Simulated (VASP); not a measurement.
# BN (Fmm2) in VASP: further runs

Aim: see how the results for BN move with the level of theory and the settings. Levels: PBEsol, LDA. Tasks: single point.

All numbers are computed with VASP 6.6.1; they aren't measurements. Logs are shortened: lines on timing, memory, paths and dates and some standing lists are left out, and cuts for length are marked.

### 1 The cell of the first run

The structure is orthorhombic, space group Fmm2 (No. 42). The conventional cell has a = 2.469 Å, b = 6.896 Å, c = 4.274 Å, α = 90.00°, β = 90.00°, γ = 90.00°. Within 1.9 Å of N (site symmetry mm2) lie 3 B at 1.42 to 1.43 Å. B (site symmetry mm2) has 3 N at 1.42 to 1.43 Å within 1.9 Å.

### 2 Single point, PBEsol

File INCAR:

```
SYSTEM = BN
PREC     = Accurate       ! precision mode
ENCUT    = 520            ! plane-wave cutoff, eV
EDIFF    = 1E-6           ! SCF threshold, eV
ISMEAR   = -1             ! smearing method
SIGMA    = 0.05           ! smearing width, eV
LREAL    = .False.        ! projectors in reciprocal space
LASPH    = .True.         ! aspherical terms in the spheres
NELM     = 100            ! most SCF steps
ALGO     = Normal         ! electronic algorithm
ISIF     = 2              ! what is computed and relaxed
LWAVE    = .False.        ! write WAVECAR
LCHARG   = .True.         ! write CHGCAR
GGA      = PS             ! functional
LELF     = .True.         ! ELF
LVHAR    = .True.       
NBANDS   = 11             ! bands
```

File KPOINTS:

```
Automatic mesh
0
Gamma
  13 13 13
  0 0 0
```

File POSCAR:

```
BN
1.0
    0.0000000000      3.4480760414      2.1368161481
    1.2347160791      0.0000000000      2.1368161481
    1.2347160791      3.4480760414      0.0000000000
N B
1 1
Direct
    0.6666513400      0.6666513400      0.3333486600
    0.0000486500      0.0000486500      0.9999513500
```

Potentials or basis: VASP PAW PBE potentials, release 64 (N, B).

Started as:

```sh
cat potpaw_PBE.64/N/POTCAR potpaw_PBE.64/B/POTCAR > POTCAR
mpirun -np 1 vasp_std > vasp.out
```

OUTCAR:

```text
SYSTEM = BN
   PREC = Accurate
   ENCUT = 520
   EDIFF = 1E-6
   ISMEAR = -1
   LREAL = .False.
   LASPH = .True.
   NELM = 100
   ISIF = 2
   GGA = PS

 ion  position               nearest neighbor table
   1  0.667  0.667  0.333-   2 1.42   2 1.43   2 1.43
   2  0.000  0.000  1.000-   1 1.42   1 1.43   1 1.43

  LATTYP: Found a face centered orthorhombic cell.
 ALAT       =     2.4694321582
 B/A-ratio  =     1.7306133647
 C/A-ratio  =     2.7926064135

  Lattice vectors:

 A1 = (  -0.0000000000,   3.4480760414,   2.1368161481)
 A2 = (  -1.2347160791,   3.4480760414,   0.0000000000)
 A3 = (  -1.2347160791,   0.0000000000,   2.1368161481)

Analysis of symmetry for initial positions (statically):
=====================================================================
 Subroutine PRICEL returns:
 Original cell was already a primitive cell.

 Routine SETGRP: Setting up the symmetry group for a
 face centered orthorhombic supercell.

 Subroutine GETGRP returns: Found  4 space group operations
 (whereof  4 operations were pure point group operations)
 out of a pool of  8 trial point group operations.

The static configuration has the point symmetry C_2v.

Analysis of symmetry for dynamics (positions and initial velocities):
=====================================================================
 Subroutine PRICEL returns:
 Original cell was already a primitive cell.

 Routine SETGRP: Setting up the symmetry group for a
 face centered orthorhombic supercell.

 Subroutine GETGRP returns: Found  4 space group operations
 (whereof  4 operations were pure point group operations)
 out of a pool of  8 trial point group operations.

The dynamic configuration has the point symmetry C_2v.

 Subroutine INISYM returns: Found  4 space group operations
 (whereof  4 operations are pure point group operations),
 and found     1 'primitive' translations

----------------------------------------------------------------------------------------

                                     Primitive cell

  volume of cell :      18.1945

  direct lattice vectors                    reciprocal lattice vectors
     0.000000000  3.448076041  2.136816148    -0.404951396  0.145008403  0.233992990
     1.234716079  0.000000000  2.136816148     0.404951396 -0.145008403  0.233992990
     1.234716079  3.448076041  0.000000000     0.404951396  0.145008403 -0.233992990

  length of vectors
     4.056502390  2.467895267  3.662478967     0.489658850  0.489658850  0.489658850

  position of ions in fractional coordinates (direct lattice)
[... 82 lines left out ...]
   NSW    =      0    number of steps for IOM
   IBRION =     -1    ionic relax: 0-MD 1-quasi-New 2-CG
   NFREE  =      0    steps in history (QN), initial steepest desc. (CG)
   ISIF   =      2    stress and relaxation
   ISYM   =      2    0-nonsym 1-usesym 2-fastsym
   POTIM  = 0.5000    time-step for ionic-motion
   TEBEG  =    0.0;   TEEND  =   0.0 temperature during run
   PSTRESS=    0.0 pullay stress
   NELECT =       8.0000    total number of electrons
   NUPDOWN=      -1.0000    fix difference up-down
   EMIN   =  10.00;   EMAX   =-10.00  energy-range for DOS
   EFERMI =   0.00;   METHOD = LEGACY
   ISMEAR =    -1;   SIGMA  =   0.05  broadening in eV -4-tet -1-fermi 0-gaus
   EFERMI_NEDOS =   21; number of points for ismear=-14 and -15
   IALGO  =     38    algorithm
   IMIX   =      4    mixing-type and parameters
     AMIX     =   0.40;   BMIX     =  1.00
     AMIX_MAG =   1.60;   BMIX_MAG =  1.00
  volume/ion in A,a.u.               =       9.10        61.39
  Fermi-wavevector in a.u.,A,eV,Ry     =   1.244871  2.352466 21.085011  1.549705
  Thomas-Fermi vector in A             =   2.379119
   LORBIT       =      0    0 simple, 1 ext, 2 COOP (PROOUT), +10 PAW based schemes
   GGA     = PS    functional components
   LHFCALC =     F    Hartree Fock is set to
   AEXX    =    0.0000 exact exchange contribution
   IVDW    =     0    specifies the selected vdW correction
   LEPSILON=     F    determine dielectric tensor
   LRPA    =     F    only Hartree local field effects (RPA)
 non-spin polarized calculation
  energy-cutoff  :      520.00
  volume of cell :       18.19
 maximum number of plane-waves:       505
   NGX = 15   NGY =  9   NGZ = 13

 number of electron       8.0000000 magnetization

 Free energy of the ion-electron system (eV)
  ---------------------------------------------------
  ext. energy  EPLUGINS =         0.00000000
  ---------------------------------------------------
  free energy    TOTEN  =       -18.25510435 eV

  energy without entropy =      -18.25510435  energy(sigma->0) =      -18.25510435

 E-fermi :   3.2720     XC(G=0): -10.1371

 val. band max:        2.1814532160   @ k =   0.4615  -0.3846   0.1538
 cond. band min:       5.9929359245   @ k =   0.0000   0.4615   0.4615
 fundamental gap:      3.8114827085
 Fermi energy:         3.2719656715

 k-point     1 :       0.0000    0.0000    0.0000
  band No.  band energies     occupation
      1     -15.9101      2.00000
      2      -2.5016      2.00000
      3       0.8289      2.00000
      4       0.8368      2.00000
      5       6.8893      0.00000
      6      13.9840      0.00000
      7      14.0491      0.00000
      8      15.6212      0.00000
      9      17.3626      0.00000
     10      28.2377      0.00000
     11      29.4361      0.00000
[... 309 lines left out ...]
 k-point    24 :       0.4615    0.1538   -0.0000
  band No.  band energies     occupation
      1     -13.0110      2.00000
      2      -5.7203      2.00000
      3      -2.9899      2.00000
      4       0.7643      2.00000
      5       8.1395      0.00000
      6      12.5209      0.00000
      7      15.1511      0.00000
      8      18.0788      0.00000
      9      20.1557      0.00000
     10      24.0566      0.00000
     11      25.4884      0.00000

 [... further k-points ...]
[... 5 lines left out ...]
  --------------------------------------------------------------------------------------
  -------------------------------------------------------------------------------------
  Total        1.8694230      0.0298915      1.8722197      0.0000000      0.0000000      0.0000000
  in kB      164.6179036      2.6321899    164.8641823      0.0000000      0.0000000      0.0000000
  external PRESSURE =     110.7047586 kB  Pullay stress =       0.0000000 kB

 VOLUME and BASIS-vectors are now :
 -----------------------------------------------------------------------------
  energy-cutoff  :      520.00
  volume of cell :       18.19
      direct lattice vectors                 reciprocal lattice vectors
     0.000000000  3.448076041  2.136816148    -0.404951396  0.145008403  0.233992990
     1.234716079  0.000000000  2.136816148     0.404951396 -0.145008403  0.233992990
     1.234716079  3.448076041  0.000000000     0.404951396  0.145008403 -0.233992990

 POSITION                                       TOTAL-FORCE (eV/Angst)
 -----------------------------------------------------------------------------------
      1.23472      3.44808      2.84902         0.000000      0.000000     -0.012013
      1.23472      3.44808      0.00021         0.000000      0.000000      0.012013
 -----------------------------------------------------------------------------------
    total drift:                               -0.000002     -0.000018      0.000025

  FREE ENERGIE OF THE ION-ELECTRON SYSTEM (eV)
  ---------------------------------------------------
  free  energy   TOTEN  =       -18.2551043536 eV

  energy  without entropy=      -18.2551043536  energy(sigma->0) =      -18.25510435
```

Wall time 2.8 min (1 thread of AMD EPYC 7R13, shared host); peak memory 0.16 GiB.

Results:

```
Free energy            : -18.2551 eV
Pressure               : 11.1 GPa
Largest force          : 0.012 eV/Å
Band gap on the k mesh : 3.81 eV, indirect (least direct gap 4.68 eV)
```

Forces on the atoms (eV/Å):
```
N    0.000  0.000 -0.012
B    0.000  0.000  0.012
```

Stress tensor (GPa, compression positive):
```
16.46  0.00  0.00
 0.00  0.26  0.00
 0.00  0.00 16.49
```

Caveat: the PAW data sets were made with another functional, which shifts forces and pressure a little. A k mesh can miss the band edges.

(Part 1 of 3 ends here.)
